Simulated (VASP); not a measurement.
# ZrNb2N3 (R3m) in VASP: single point with PBE

Aim: the single point of ZrNb2N3 with PBE.

Program: VASP 6.6.1. These are calculated values, not measurements. Logs are shortened: lines on timing, memory, paths and dates and some standing lists are left out, and cuts for length are marked.

### 1 The cell of the first run

Symmetry: R3m, No. 160, trigonal system. Conventional cell: a = 5.535 Å, b = 5.535 Å, c = 9.004 Å, α = 90.00°, β = 90.00°, γ = 120.00°. Zr (site symmetry 3m) has 3 N at 2.14 Å and 1 Nb at 2.89 Å within 2.9 Å. Within 2.8 Å of Nb (site symmetry 3m) lie 3 N at 2.02 Å and 1 Nb at 2.77 Å. Nb (site symmetry 3m) has 6 N at 2.17 to 2.21 Å and 1 Nb at 2.77 Å and 1 Zr at 2.89 Å within 2.9 Å. Within 2.8 Å of N (site symmetry m) lie 3 Nb at 2.02 to 2.21 Å and 1 Zr at 2.14 Å and 4 N at 2.76 to 2.77 Å.

The cell was built from a structure type or drawn by symmetry, and may not be a known phase.

### 2 Single point, PBE

The input, INCAR:

```
  PREC = Accurate
  ENCUT = 600
  EDIFF = 1E-6
  ISMEAR = 0
  SIGMA = 0.15
  LREAL = False
  LASPH = True
  NELM = 120
  ALGO = Normal
  ISIF = 2
  LWAVE = False
  LCHARG = False
  GGA = PE
  NBANDS = 36
  GGA_COMPAT = False
```

The input, KPOINTS:

```
Automatic mesh
0
Gamma
  3 3 3
```

The input, POSCAR:

```
ZrNb2N3
1.0
    2.7675800439      1.5978630834      3.0014839463
   -2.7675800439      1.5978630834      3.0014839463
    0.0000000000     -3.1957261667      3.0014839463
Zr Nb N
1 2 3
Direct
    0.9145416858      0.9145416858      0.9145416858
    0.5432281344      0.5432281344      0.5432281344
    0.2353956924      0.2353956924      0.2353956924
    0.2394453403      0.7387198867      0.2394453403
    0.2394453403      0.2394453403      0.7387198867
    0.7387198867      0.2394453403      0.2394453403
```

Potentials or basis: VASP PAW PBE potentials, release 64 (Zr_sv, Nb_sv, N).

Run with:

```
$ cat potpaw_PBE.64/Zr_sv/POTCAR potpaw_PBE.64/Nb_sv/POTCAR potpaw_PBE.64/N/POTCAR > POTCAR
$ mpirun -np 1 vasp_std > vasp.out
```

OUTCAR:

```text
PREC = Accurate
   ENCUT = 600
   EDIFF = 1E-6
   ISMEAR = 0
   LREAL = False
   LASPH = True
   NELM = 120
   ISIF = 2
   GGA = PE

 ion  position               nearest neighbor table
   1  0.915  0.915  0.915-   4 2.14   6 2.14   5 2.14   3 2.89   3 3.20   3 3.20   3 3.20   2 3.21
                             2 3.21   2 3.21   2 3.34
   2  0.543  0.543  0.543-   4 2.02   6 2.02   5 2.02   3 2.77   1 3.21   1 3.21   1 3.21   1 3.34

   3  0.235  0.235  0.235-   5 2.17   4 2.17   6 2.17   5 2.21   6 2.21   4 2.21   2 2.77   1 2.89
                             1 3.20   1 3.20   1 3.20
   4  0.239  0.739  0.239-   2 2.02   1 2.14   3 2.17   3 2.21
   5  0.239  0.239  0.739-   2 2.02   1 2.14   3 2.17   3 2.21
   6  0.739  0.239  0.239-   2 2.02   1 2.14   3 2.17   3 2.21

  LATTYP: Found a trigonal (rhomboedric) cell.
 ALAT       =     4.3842412813
 COS(alpha) =     0.2030309016

  Lattice vectors:

 A1 = (   2.7675800439,   1.5978630834,   3.0014839463)
 A2 = (  -2.7675800439,   1.5978630834,   3.0014839463)
 A3 = (   0.0000000000,  -3.1957261667,   3.0014839463)

Analysis of symmetry for initial positions (statically):
=====================================================================
 Subroutine PRICEL returns:
 Original cell was already a primitive cell.

 Routine SETGRP: Setting up the symmetry group for a
 trigonal (rhombohedral) supercell.

 Subroutine GETGRP returns: Found  6 space group operations
 (whereof  6 operations were pure point group operations)
 out of a pool of 12 trial point group operations.

The static configuration has the point symmetry C_3v.

Analysis of symmetry for dynamics (positions and initial velocities):
=====================================================================
 Subroutine PRICEL returns:
 Original cell was already a primitive cell.

 Routine SETGRP: Setting up the symmetry group for a
 trigonal (rhombohedral) supercell.

 Subroutine GETGRP returns: Found  6 space group operations
 (whereof  6 operations were pure point group operations)
 out of a pool of 12 trial point group operations.

The dynamic configuration has the point symmetry C_3v.

 Subroutine INISYM returns: Found  6 space group operations
 (whereof  6 operations are pure point group operations),
 and found     1 'primitive' translations

----------------------------------------------------------------------------------------

                                     Primitive cell

  volume of cell :      79.6392

  direct lattice vectors                    reciprocal lattice vectors
     2.767580044  1.597863083  3.001483946     0.180663248  0.104305975  0.111056177
    -2.767580044  1.597863083  3.001483946    -0.180663248  0.104305975  0.111056177
     0.000000000 -3.195726167  3.001483946     0.000000000 -0.208611950  0.111056177

  length of vectors
     4.384241281  4.384241281  4.384241281     0.236331166  0.236331166  0.236331166

  position of ions in fractional coordinates (direct lattice)
     0.914541686  0.914541686  0.914541686
     0.543228134  0.543228134  0.543228134
     0.235395692  0.235395692  0.235395692
     0.239445340  0.738719887  0.239445340
     0.239445340  0.239445340  0.738719887
     0.738719887  0.239445340  0.239445340

  ion indices of the primitive-cell ions
   primitive index   ion index
                 1           1
                 2           2
                 3           3
                 4           4
                 5           5
                 6           6

----------------------------------------------------------------------------------------

 KPOINTS: Automatic mesh

Automatic generation of k-mesh.
 Grid dimensions read from file:
 generate k-points for:    3    3    3

 Generating k-lattice:

  Cartesian coordinates                     Fractional coordinates (reciprocal lattice)
     0.060221083  0.034768658  0.037018726     0.333333333  0.000000000  0.000000000
    -0.060221083  0.034768658  0.037018726     0.000000000  0.333333333  0.000000000
     0.000000000 -0.069537317  0.037018726     0.000000000  0.000000000  0.333333333

  Length of vectors
     0.078777055  0.078777055  0.078777055

  Shift w.r.t. Gamma in fractional coordinates (k-lattice)
     0.000000000  0.000000000  0.000000000

 Subroutine IBZKPT returns following result:
 ===========================================

 Found      6 irreducible k-points:

 Following reciprocal coordinates:
            Coordinates               Weight
  0.000000  0.000000  0.000000      1.000000
  0.333333 -0.000000  0.000000      6.000000
  0.333333  0.333333  0.000000      6.000000
 -0.333333  0.333333  0.000000      6.000000
  0.333333  0.333333  0.333333      2.000000
 -0.333333  0.333333  0.333333      6.000000
   k-points           NKPTS =      6   k-points in BZ     NKDIM =      6   number of bands    NBANDS=     36
   number of dos      NEDOS =    301   number of ions     NIONS =      6
   total plane-waves  NPLWV =  46656
   dimension x,y,z NGX =    36 NGY =   36 NGZ =   36
   dimension x,y,z NGXF=    72 NGYF=   72 NGZF=   72
   ions per type =               1   2   3
   NGX,Y,Z   is equivalent  to a cutoff of  13.65, 13.65, 13.65 a.u.
   NGXF,Y,Z  is equivalent  to a cutoff of  27.30, 27.30, 27.30 a.u.
 SYSTEM =  unknown system
   PREC   = accura    normal or accurate (medium, high low for compatibility)
   ISTART =      0    job   : 0-new  1-cont  2-samecut
   ICHARG =      2    charge: 1-file 2-atom 10-const
   ISPIN  =      1    spin polarized calculation?
   LNONCOLLINEAR =      F non collinear calculations
   LSORBIT =      F    spin-orbit coupling
   LASPH  =      T    aspherical Exc in radial PAW
   ENCUT  =  600.0 eV  44.10 Ry    6.64 a.u.   8.76  8.76  8.76*2*pi/ulx,y,z
   NELM   =    120;   NELMIN=  2; NELMDL= -5     # of ELM steps
   EDIFF  = 0.1E-05   stopping-criterion for ELM
   LREAL  =      F    real-space projection
   EDIFFG = 0.1E-04   stopping-criterion for IOM
   NSW    =      0    number of steps for IOM
   IBRION =     -1    ionic relax: 0-MD 1-quasi-New 2-CG
   NFREE  =      0    steps in history (QN), initial steepest desc. (CG)
   ISIF   =      2    stress and relaxation
   ISYM   =      2    0-nonsym 1-usesym 2-fastsym
   POTIM  = 0.5000    time-step for ionic-motion
   TEBEG  =    0.0;   TEEND  =   0.0 temperature during run
   PSTRESS=    0.0 pullay stress
   NELECT =      53.0000    total number of electrons
   NUPDOWN=      -1.0000    fix difference up-down
   EMIN   =  10.00;   EMAX   =-10.00  energy-range for DOS
   EFERMI =   0.00;   METHOD = LEGACY
   ISMEAR =     0;   SIGMA  =   0.15  broadening in eV -4-tet -1-fermi 0-gaus
   EFERMI_NEDOS =   21; number of points for ismear=-14 and -15
   IALGO  =     38    algorithm
   IMIX   =      4    mixing-type and parameters
     AMIX     =   0.40;   BMIX     =  1.00
     AMIX_MAG =   1.60;   BMIX_MAG =  1.00
  volume/ion in A,a.u.               =      13.27        89.57
  Fermi-wavevector in a.u.,A,eV,Ry     =   1.429303  2.700992 27.795456  2.042908
  Thomas-Fermi vector in A             =   2.549272
   LORBIT       =      0    0 simple, 1 ext, 2 COOP (PROOUT), +10 PAW based schemes
   GGA     = PE    functional components
   LHFCALC =     F    Hartree Fock is set to
   AEXX    =    0.0000 exact exchange contribution
   IVDW    =     0    specifies the selected vdW correction
   LEPSILON=     F    determine dielectric tensor
   LRPA    =     F    only Hartree local field effects (RPA)
 non-spin polarized calculation
 Gauss-broadening in eV      SIGMA  =   0.15
  energy-cutoff  :      600.00
  volume of cell :       79.64
 maximum number of plane-waves:      2670
   NGX = 17   NGY = 17   NGZ = 17

 number of electron      53.0000004 magnetization

 Free energy of the ion-electron system (eV)
  ---------------------------------------------------
  ext. energy  EPLUGINS =         0.00000000
  ---------------------------------------------------
  free energy    TOTEN  =       -56.95164551 eV

  energy without entropy =      -56.90818942  energy(sigma->0) =      -56.92991746

 E-fermi :  10.2424     XC(G=0): -11.9459

 val. band max:       10.1256879516   @ k =   0.3333   0.3333   0.0000
 cond. band min:      10.3155637629   @ k =  -0.3333   0.3333   0.0000
 fundamental gap:      0.1898758114
 Fermi energy:        10.2423513749

 k-point     1 :       0.0000    0.0000    0.0000
  band No.  band energies     occupation
      1     -45.6796      2.00000
      2     -45.3350      2.00000
      3     -39.2088      2.00000
      4     -21.9956      2.00000
      5     -21.8258      2.00000
      6     -21.8258      2.00000
[... 28 lines left out ...]
     35      13.3360      0.00000
     36      14.1581      0.00000

 k-point     2 :       0.3333   -0.0000    0.0000
  band No.  band energies     occupation
      1     -45.6753      2.00000
      2     -45.3386      2.00000
      3     -39.2088      2.00000
      4     -22.0322      2.00000
      5     -21.8578      2.00000
      6     -21.8344      2.00000
[... 28 lines left out ...]
     35      13.4049      0.00000
     36      14.0032      0.00000

 k-point     3 :       0.3333    0.3333    0.0000
  band No.  band energies     occupation
      1     -45.6721      2.00000
      2     -45.3411      2.00000
      3     -39.2084      2.00000
      4     -22.0618      2.00000
      5     -21.9341      2.00000
      6     -21.8107      2.00000
[... 28 lines left out ...]
     35      13.5410      0.00000
     36      14.5016      0.00000

 k-point     4 :      -0.3333    0.3333    0.0000
  band No.  band energies     occupation
      1     -45.6716      2.00000
      2     -45.3416      2.00000
      3     -39.2086      2.00000
      4     -22.0610      2.00000
      5     -21.9166      2.00000
      6     -21.8126      2.00000
[... 28 lines left out ...]
     35      13.4778      0.00000
     36      14.3615      0.00000

 k-point     5 :       0.3333    0.3333    0.3333
  band No.  band energies     occupation
      1     -45.6699      2.00000
      2     -45.3427      2.00000
      3     -39.2078      2.00000
      4     -22.0912      2.00000
      5     -21.9104      2.00000
      6     -21.9104      2.00000
[... 28 lines left out ...]
     35      13.2479      0.00000
     36      14.2856      0.00000

 k-point     6 :      -0.3333    0.3333    0.3333
  band No.  band energies     occupation
      1     -45.6689      2.00000
      2     -45.3437      2.00000
      3     -39.2081      2.00000
      4     -22.0995      2.00000
      5     -21.9234      2.00000
      6     -21.8862      2.00000
[... 28 lines left out ...]
     35      13.3352      0.00000
     36      14.4728      0.00000

------------------------ aborting loop because EDIFF is reached ----------------------------------------

  FORCE on cell =-STRESS in cart. coord.  units (eV):
  Direction    XX          YY          ZZ          XY          YZ          ZX
  --------------------------------------------------------------------------------------
  -------------------------------------------------------------------------------------
  Total        0.0413614      0.0413614     -0.2381986      0.0000000     -0.0000000      0.0000000
  in kB        0.8321066      0.8321066     -4.7920647      0.0000000     -0.0000000      0.0000000
  external PRESSURE =      -1.0426171 kB  Pullay stress =       0.0000000 kB

 VOLUME and BASIS-vectors are now :
 -----------------------------------------------------------------------------
  energy-cutoff  :      600.00
  volume of cell :       79.64
      direct lattice vectors                 reciprocal lattice vectors
     2.767580044  1.597863083  3.001483946     0.180663248  0.104305975  0.111056177
    -2.767580044  1.597863083  3.001483946    -0.180663248  0.104305975  0.111056177
     0.000000000 -3.195726167  3.001483946     0.000000000 -0.208611950  0.111056177

 POSITION                                       TOTAL-FORCE (eV/Angst)
 -----------------------------------------------------------------------------------
      0.00000      0.00000      8.23495         0.000000     -0.000000     -0.029013
      0.00000      0.00000      4.89147         0.000000     -0.000000     -0.008028
      0.00000      0.00000      2.11961         0.000000     -0.000000     -0.003050
     -1.38178      0.79777      3.65464         0.040303     -0.023269      0.013364
      0.00000     -1.59554      3.65464         0.000000      0.046538      0.013364
      1.38178      0.79777      3.65464        -0.040303     -0.023269      0.013364
 -----------------------------------------------------------------------------------
    total drift:                                0.000000      0.000000     -0.000850

  FREE ENERGIE OF THE ION-ELECTRON SYSTEM (eV)
  ---------------------------------------------------
  free  energy   TOTEN  =       -56.9516455069 eV

  energy  without entropy=      -56.9081894171  energy(sigma->0) =      -56.92991746
```

Wall time 26 s (1 thread of AMD EPYC 7R13 (Zen 3), shared host); peak memory 0.18 GiB.

Results:

```yaml
Free_energy: -56.9516 eV
Pressure: -0.1 GPa
Largest_force: 0.048 eV/Å
Band_gap_on_the_k_mesh: zero (an odd number of electrons rules out a gap without spin polarisation)
```

Forces on the atoms (eV/Å):
```
Zr   0.000  0.000 -0.029
Nb   0.000  0.000 -0.008
Nb   0.000  0.000 -0.003
N    0.040 -0.023  0.013
N    0.000  0.047  0.013
N   -0.040 -0.023  0.013
```

Caveat: the k points lie up to 0.49 Å⁻¹ apart, too coarse for converged energies and pressures of a metal.
